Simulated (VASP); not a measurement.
# Ru (Fd-3m) in VASP: a series of runs

The runs below take Ru through single point, relaxation of cell and atoms, with PBE.

All numbers are computed with VASP 6.6.1; they aren't measurements. Logs are shortened: lines on timing, memory, paths and dates and some standing lists are left out, and cuts for length are marked.

## 1. The cell of the first run

The structure is cubic, space group Fd-3m (No. 227). Conventional cell: a = 4.985 Å, b = 4.985 Å, c = 4.985 Å, α = 90.00°, β = 90.00°, γ = 90.00°. Within 2.9 Å of Ru (site symmetry -43m) lie 4 Ru at 2.16 Å.

This isn't the form of Ru at room conditions, which is hcp.

## 2. Single point, PBE

Input file INCAR:

```
PREC = Accurate
ENCUT = 520
EDIFF = 1E-6
ISMEAR = 0
SIGMA = 0.1
LREAL = F
LASPH = T
NELM = 60
ALGO = Normal
ISIF = 2
LWAVE = F
LCHARG = T
GGA = PE
LELF = T
LVHAR = T
NBANDS = 21
```

Input file KPOINTS:

```
regular mesh
0
Gamma
  6 6 6
```

Input file POSCAR:

```
Ru
1.0
    0.0000000000      2.4923280394      2.4923280394
    2.4923280394      0.0000000000      2.4923280394
    2.4923280394      2.4923280394      0.0000000000
Ru
2
Direct
    0.5000000000      0.5000000000      0.5000000000
    0.7500000000      0.7500000000      0.7500000000
```

Potentials or basis: VASP PAW PBE potentials, release 64 (Ru_pv).

The run is started by

```
$ cat potpaw_PBE.64/Ru_pv/POTCAR > POTCAR
$ mpirun -np 1 vasp_std > vasp.out
```

OUTCAR:

```text
PREC = Accurate
   ENCUT = 520
   EDIFF = 1E-6
   ISMEAR = 0
   LREAL = F
   LASPH = T
   NELM = 60
   ISIF = 2
   GGA = PE

 ion  position               nearest neighbor table
   1  0.500  0.500  0.500-   2 2.16   2 2.16   2 2.16   2 2.16
   2  0.750  0.750  0.750-   1 2.16   1 2.16   1 2.16   1 2.16

  LATTYP: Found a face centered cubic cell.
 ALAT       =     4.9846560788

  Lattice vectors:

 A1 = (   0.0000000000,   2.4923280394,   2.4923280394)
 A2 = (   2.4923280394,   0.0000000000,   2.4923280394)
 A3 = (   2.4923280394,   2.4923280394,   0.0000000000)

Analysis of symmetry for initial positions (statically):
=====================================================================
 Subroutine PRICEL returns:
 Original cell was already a primitive cell.

 Routine SETGRP: Setting up the symmetry group for a
 face centered cubic supercell.

 Subroutine GETGRP returns: Found 48 space group operations
 (whereof 24 operations were pure point group operations)
 out of a pool of 48 trial point group operations.

The static configuration has the point symmetry T_d .
 The point group associated with its full space group is O_h .

Analysis of symmetry for dynamics (positions and initial velocities):
=====================================================================
 Subroutine PRICEL returns:
 Original cell was already a primitive cell.

 Routine SETGRP: Setting up the symmetry group for a
 face centered cubic supercell.

 Subroutine GETGRP returns: Found 48 space group operations
 (whereof 24 operations were pure point group operations)
 out of a pool of 48 trial point group operations.

The dynamic configuration has the point symmetry T_d .
 The point group associated with its full space group is O_h .

 Subroutine INISYM returns: Found 48 space group operations
 (whereof 24 operations are pure point group operations),
 and found     1 'primitive' translations

----------------------------------------------------------------------------------------

                                     Primitive cell

  volume of cell :      30.9632

  direct lattice vectors                    reciprocal lattice vectors
     0.000000000  2.492328039  2.492328039    -0.200615646  0.200615646  0.200615646
     2.492328039  0.000000000  2.492328039     0.200615646 -0.200615646  0.200615646
     2.492328039  2.492328039  0.000000000     0.200615646  0.200615646 -0.200615646

[... 70 lines left out ...]
   LSORBIT =      F    spin-orbit coupling
   LASPH  =      T    aspherical Exc in radial PAW
   ENCUT  =  520.0 eV  38.22 Ry    6.18 a.u.   6.55  6.55  6.55*2*pi/ulx,y,z
   NELM   =     60;   NELMIN=  2; NELMDL= -5     # of ELM steps
   EDIFF  = 0.1E-05   stopping-criterion for ELM
   LREAL  =      F    real-space projection
   EDIFFG = 0.1E-04   stopping-criterion for IOM
   NSW    =      0    number of steps for IOM
   IBRION =     -1    ionic relax: 0-MD 1-quasi-New 2-CG
   NFREE  =      0    steps in history (QN), initial steepest desc. (CG)
   ISIF   =      2    stress and relaxation
   ISYM   =      2    0-nonsym 1-usesym 2-fastsym
   POTIM  = 0.5000    time-step for ionic-motion
   TEBEG  =    0.0;   TEEND  =   0.0 temperature during run
   PSTRESS=    0.0 pullay stress
   NELECT =      28.0000    total number of electrons
   NUPDOWN=      -1.0000    fix difference up-down
   EMIN   =  10.00;   EMAX   =-10.00  energy-range for DOS
   EFERMI =   0.00;   METHOD = LEGACY
   ISMEAR =     0;   SIGMA  =   0.10  broadening in eV -4-tet -1-fermi 0-gaus
   EFERMI_NEDOS =   21; number of points for ismear=-14 and -15
   IALGO  =     38    algorithm
   IMIX   =      4    mixing-type and parameters
     AMIX     =   0.40;   BMIX     =  1.00
     AMIX_MAG =   1.60;   BMIX_MAG =  1.00
  volume/ion in A,a.u.               =      15.48       104.47
  Fermi-wavevector in a.u.,A,eV,Ry     =   1.583114  2.991652 34.099619  2.506251
  Thomas-Fermi vector in A             =   2.682934
   LORBIT       =      0    0 simple, 1 ext, 2 COOP (PROOUT), +10 PAW based schemes
   GGA     = PE    functional components
   LHFCALC =     F    Hartree Fock is set to
   AEXX    =    0.0000 exact exchange contribution
   IVDW    =     0    specifies the selected vdW correction
   LEPSILON=     F    determine dielectric tensor
   LRPA    =     F    only Hartree local field effects (RPA)
 non-spin polarized calculation
 Gauss-broadening in eV      SIGMA  =   0.10
  energy-cutoff  :      520.00
  volume of cell :       30.96
 maximum number of plane-waves:       869
 NGX is ok and might be reduce to    28
   NGX = 13   NGY = 13   NGZ = 13

 number of electron      28.0000002 magnetization

 Free energy of the ion-electron system (eV)
  ---------------------------------------------------
  ext. energy  EPLUGINS =         0.00000000
  ---------------------------------------------------
  free energy    TOTEN  =       -14.10823679 eV

  energy without entropy =      -14.09986782  energy(sigma->0) =      -14.10405231

 E-fermi :  10.9166     XC(G=0): -12.8578

 val. band max:       10.7331971785   @ k =   0.3333   0.0000   0.0000
 cond. band min:      10.9366406514   @ k =   0.5000   0.1667   0.0000
 fundamental gap:      0.2034434729
 Fermi energy:        10.9166344744

 k-point     1 :       0.0000    0.0000    0.0000
  band No.  band energies     occupation
      1     -33.1728      2.00000
      2     -33.1728      2.00000
      3     -33.1728      2.00000
      4     -31.4080      2.00000
      5     -31.4080      2.00000
      6     -31.4080      2.00000
[... 373 lines left out ...]
     20      16.2179      0.00000
     21      21.6722      0.00000

------------------------ aborting loop because EDIFF is reached ----------------------------------------

  FORCE on cell =-STRESS in cart. coord.  units (eV):
  Direction    XX          YY          ZZ          XY          YZ          ZX
  --------------------------------------------------------------------------------------
  -------------------------------------------------------------------------------------
  Total       16.3542598     16.3542598     16.3542598      0.0000000      0.0000000      0.0000000
  in kB      846.2445202    846.2445202    846.2445202      0.0000000      0.0000000      0.0000000
  external PRESSURE =     846.2445202 kB  Pullay stress =       0.0000000 kB

 VOLUME and BASIS-vectors are now :
 -----------------------------------------------------------------------------
  energy-cutoff  :      520.00
  volume of cell :       30.96
      direct lattice vectors                 reciprocal lattice vectors
     0.000000000  2.492328039  2.492328039    -0.200615646  0.200615646  0.200615646
     2.492328039  0.000000000  2.492328039     0.200615646 -0.200615646  0.200615646
     2.492328039  2.492328039  0.000000000     0.200615646  0.200615646 -0.200615646

 POSITION                                       TOTAL-FORCE (eV/Angst)
 -----------------------------------------------------------------------------------
      2.49233      2.49233      2.49233         0.000000      0.000000      0.000000
      3.73849      3.73849      3.73849        -0.000000     -0.000000     -0.000000
 -----------------------------------------------------------------------------------
    total drift:                                0.000000      0.000000      0.000000

  FREE ENERGIE OF THE ION-ELECTRON SYSTEM (eV)
  ---------------------------------------------------
  free  energy   TOTEN  =       -14.1082367932 eV

  energy  without entropy=      -14.0998678220  energy(sigma->0) =      -14.10405231
```

OSZICAR:

```text
N       E                     dE             d eps       ncg     rms          rms(c)
DAV:   1     0.308074654267E+03    0.30807E+03   -0.17848E+04   672   0.146E+03
DAV:   2    -0.805298107146E+01   -0.31613E+03   -0.30414E+03   702   0.446E+02
DAV:   3    -0.144011315895E+02   -0.63482E+01   -0.63239E+01   742   0.725E+01
DAV:   4    -0.144577711460E+02   -0.56640E-01   -0.56598E-01   945   0.620E+00
DAV:   5    -0.144581563317E+02   -0.38519E-03   -0.38480E-03   732   0.498E-01    0.241E+01
DAV:   6    -0.141726214346E+02    0.28553E+00   -0.48508E-01   742   0.663E+00    0.122E+01
DAV:   7    -0.141124984883E+02    0.60123E-01   -0.88298E-02   737   0.290E+00    0.240E+00
DAV:   8    -0.141081846189E+02    0.43139E-02   -0.12691E-02   752   0.975E-01    0.914E-02
DAV:   9    -0.141082150726E+02   -0.30454E-04   -0.19807E-04   812   0.138E-01    0.330E-02
DAV:  10    -0.141082367816E+02   -0.21709E-04   -0.17883E-05   732   0.406E-02    0.396E-03
DAV:  11    -0.141082367932E+02   -0.11597E-07   -0.34955E-07   547   0.512E-03
   1 F= -.14108237E+02 E0= -.14104052E+02  d E =-.836897E-02
```

It took 15 s on 1 thread of Intel Xeon 8259CL, shared host; peak memory 0.15 GiB.

What came out:

* Free energy: -14.1082 eV
* Pressure: 84.6 GPa
* Band gap on the k mesh: zero (bands 14 and 15 overlap by 1.12 eV)

Caveat: the k points lie up to 0.36 Å⁻¹ apart, too coarse for converged energies and pressures of a metal.

## 3. Single point, PBE

This run uses another cell than the first one, of 20.29 Å³/atom.

Input file INCAR:

```
SYSTEM = Ru
ALGO = Normal
EDIFF = 1E-6
ENCUT = 520
GGA = PE
ISIF = 2
ISMEAR = 0
LASPH = .True.
LCHARG = .False.
LREAL = .False.
LWAVE = .False.
NBANDS = 21
NELM = 60
PREC = Accurate
SIGMA = 0.1
```

Input file KPOINTS:

```
k-points
0
Gamma
  14 14 14
  0 0 0
```

Input file POSCAR:

```
Ru
1.0
    0.0000000000      2.7272547629      2.7272547629
    2.7272547629      0.0000000000      2.7272547629
    2.7272547629      2.7272547629      0.0000000000
Ru
2
Direct
    0.0000000000      0.0000000000      0.0000000000
    0.2500000000      0.2500000000      0.2500000000
```

Potentials or basis: VASP PAW PBE potentials, release 64 (Ru_pv).

The run is started by

```
$ cat potpaw_PBE.64/Ru_pv/POTCAR > POTCAR
$ mpirun -np 1 vasp_std > vasp.out
```

OUTCAR:

```text
SYSTEM = Ru
   EDIFF = 1E-6
   ENCUT = 520
   GGA = PE
   ISIF = 2
   ISMEAR = 0
   LASPH = .True.
   LREAL = .False.
   NELM = 60
   PREC = Accurate

 ion  position               nearest neighbor table
   1  0.000  0.000  0.000-   2 2.36   2 2.36   2 2.36   2 2.36
   2  0.250  0.250  0.250-   1 2.36   1 2.36   1 2.36   1 2.36

  LATTYP: Found a face centered cubic cell.
 ALAT       =     5.4545095258

  Lattice vectors:

 A1 = (   0.0000000000,   2.7272547629,   2.7272547629)
 A2 = (   2.7272547629,   0.0000000000,   2.7272547629)
 A3 = (   2.7272547629,   2.7272547629,   0.0000000000)

Analysis of symmetry for initial positions (statically):
=====================================================================
 Subroutine PRICEL returns:
 Original cell was already a primitive cell.

 Routine SETGRP: Setting up the symmetry group for a
 face centered cubic supercell.

 Subroutine GETGRP returns: Found 48 space group operations
 (whereof 24 operations were pure point group operations)
 out of a pool of 48 trial point group operations.

The static configuration has the point symmetry T_d .
 The point group associated with its full space group is O_h .
[... 159 lines left out ...]
  free energy    TOTEN  =       -16.09634989 eV

  energy without entropy =      -16.08748870  energy(sigma->0) =      -16.09191930

 E-fermi :   7.0073     XC(G=0): -11.3350

 val. band max:        6.9800274049   @ k =  -0.4286   0.0714   0.0000
 cond. band min:       7.0215741251   @ k =   0.2857   0.1429   0.0000
 fundamental gap:      0.0415467201
 Fermi energy:         7.0073035435

 k-point     1 :       0.0000    0.0000    0.0000
  band No.  band energies     occupation
      1     -36.1128      2.00000
      2     -36.1128      2.00000
      3     -36.1128      2.00000
      4     -35.2389      2.00000
      5     -35.2389      2.00000
      6     -35.2389      2.00000
[... 565 lines left out ...]
     20      17.4613      0.00000
     21      17.9342      0.00000

 [... further k-points ...]

------------------------ aborting loop because EDIFF is reached ----------------------------------------

  FORCE on cell =-STRESS in cart. coord.  units (eV):
  Direction    XX          YY          ZZ          XY          YZ          ZX
  --------------------------------------------------------------------------------------
  -------------------------------------------------------------------------------------
  Total        0.0566155      0.0566155      0.0566155      0.0000000      0.0000000     -0.0000000
  in kB        2.2358312      2.2358312      2.2358312      0.0000000      0.0000000     -0.0000000
  external PRESSURE =       2.2358312 kB  Pullay stress =       0.0000000 kB

 VOLUME and BASIS-vectors are now :
 -----------------------------------------------------------------------------
  energy-cutoff  :      520.00
  volume of cell :       40.57
      direct lattice vectors                 reciprocal lattice vectors
     0.000000000  2.727254763  2.727254763    -0.183334541  0.183334541  0.183334541
     2.727254763  0.000000000  2.727254763     0.183334541 -0.183334541  0.183334541
     2.727254763  2.727254763  0.000000000     0.183334541  0.183334541 -0.183334541

 POSITION                                       TOTAL-FORCE (eV/Angst)
 -----------------------------------------------------------------------------------
      0.00000      0.00000      0.00000         0.000000      0.000000      0.000000
      1.36363      1.36363      1.36363        -0.000000     -0.000000     -0.000000
 -----------------------------------------------------------------------------------
    total drift:                                0.000000     -0.000000      0.000000

  FREE ENERGIE OF THE ION-ELECTRON SYSTEM (eV)
  ---------------------------------------------------
  free  energy   TOTEN  =       -16.0963498914 eV

  energy  without entropy=      -16.0874887004  energy(sigma->0) =      -16.09191930
```

stdout:

```text
POSCAR found type information on POSCAR Ru
 POSCAR found :  1 types and       2 ions
 scaLAPACK will be used
 LDA part: xc-table for (Slater+PW92), standard interpolation
 POSCAR, INCAR and KPOINTS ok, starting setup
 FFT: planning ... GRIDC
 FFT: planning ... GRID_SOFT
 FFT: planning ... GRID
 WAVECAR not read
 entering main loop
```

Wall time 1.9 min (1 thread of Intel Xeon 8259CL, shared host); peak memory 0.21 GiB.

What came out:

```yaml
Free_energy: -16.0963 eV
Pressure: 0.2 GPa
Band_gap_on_the_k_mesh: zero (bands 14 and 15 overlap by 0.92 eV)
```

## 4. Relaxation of cell and atoms, PBE

This run uses another cell than the first one, of 20.28 Å³/atom.

Input file INCAR:

```
SYSTEM = Ru
ALGO = Normal
EDIFF = 1E-6
EDIFFG = -0.01
ENCUT = 600
GGA = PE
IBRION = 2
ISIF = 3
ISMEAR = 0
LASPH = .TRUE.
LCHARG = .FALSE.
LREAL = .FALSE.
LWAVE = .FALSE.
NELM = 80
NSW = 100
PREC = Accurate
SIGMA = 0.1
```

Input file KPOINTS:

```
k-points
0
G
  14 14 14
  0 0 0
```

Input file POSCAR:

```
Ru
1.0
    0.0000000000      2.7268725524      2.7268725524
    2.7268725524      0.0000000000      2.7268725524
    2.7268725524      2.7268725524      0.0000000000
Ru
2
Direct
    0.0000000000      0.0000000000      0.0000000000
    0.2500000000      0.2500000000      0.2500000000
```

The run is started by

```
$ cat potpaw_PBE.64/Ru_pv/POTCAR > POTCAR
$ mpirun -np 1 vasp_std > vasp.out
```

Run time: 3.3 min. Hardware: 1 thread of Intel Xeon 8259CL, shared host; peak memory 0.23 GiB.

Results (log left out):

| Item | Value |
| --- | --- |
| Free energy | -16.0961 eV |
| Relaxed volume | 20.31 Å³/atom |
| Relaxed cell | a = 3.858 Å, b = 3.858 Å, c = 3.858 Å, α = 60.00°, β = 60.00°, γ = 60.00° |
| Space group after relaxing (to 0.1 Å) | Fd-3m (No. 227) |
| Energy gained by relaxing | 0.0 meV/atom |
| Ionic steps | 3 |
| Pressure after relaxing | 0.0 GPa |
| Band gap on the k mesh | zero (bands 14 and 15 overlap by 0.92 eV) |

Final structure:
```
CELL_PARAMETERS angstrom
0.00000 2.72837 2.72837
2.72837 0.00000 2.72837
2.72837 2.72837 0.00000
ATOMIC_POSITIONS crystal
Ru 0.00000 0.00000 0.00000
Ru 0.25000 0.25000 0.25000
```

Levels at points of the mesh, in eV from the Fermi level:
```csv
k point,band 11,band 12,band 13,band 14,band 15,band 16,band 17,band 18
"(0.00, 0.00, 0.00)",-3.17,-3.17,-0.45,-0.45,-0.45,1.85,1.85,10.93
"(0.50, 0.00, 0.00)",-3.41,-3.17,-0.35,0.23,0.23,1.41,1.41,3.06
"(0.50, 0.50, 0.00)",-1.37,-1.37,-1.24,-1.24,1.69,1.69,3.37,3.37
```

## 5. Summary

| task | cell | k mesh | cutoff (eV) | gap on the mesh (eV) | pressure (GPa) |
| --- | --- | --- | --- | --- | --- |
| single point | a = 3.525 Å, angles 60.0°, 2 atoms | 6 × 6 × 6 | 520 | none | 84.6 |
| single point | a = 3.857 Å, angles 60.0°, 2 atoms | 14 × 14 × 14 | 520 | none | 0.2 |
| relaxation of cell and atoms | relaxed from a = 3.856 Å, angles 60.0°, 2 atoms | 14 × 14 × 14 | 600 | none | 0.0 |

Alike in all rows: level PBE; potentials or basis VASP PAW PBE potentials, release 64 (Ru_pv); no spin polarisation; smearing gaussian 0.1 eV.

Caveats: some runs use coarse meshes.

Total energies depend on the potentials used, so only differences within one code and one set of settings carry meaning.

The gap in the log of VASP goes by the Fermi energy; the results here count the filled bands.